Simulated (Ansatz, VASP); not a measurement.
**V in VASP and in Ansatz**

```
V
1.0
     0.00000    1.91144    1.91144
     1.91144    0.00000    1.91144
     1.91144    1.91144    0.00000
V
1
Cartesian
  0.0000 0.0000 0.0000
```

Alike in both runs: task single point; functional PBE; k mesh 18 × 18 × 18; occupations gaussian, width 0.05 eV; non-collinear spin, spin-orbit coupling.

|  | VASP | Ansatz |
| --- | --- | --- |
| version | VASP 6.6.1 | Ansatz 0.2.0 |
| potentials or method | VASP PAW PBE potentials, release 64 (V_sv), cutoff 500 eV | plane waves, PAW |
| valence electrons in the cell | 13 | 13 |

```csv
,VASP,Ansatz,Ansatz less VASP
pressure (GPa),-0.9,-0.9,-0.06
net moment per atom (μB),0.00,0.00,0.000
```

Ansatz's warnings: seeded moment not kept, stress scf threshold loose.
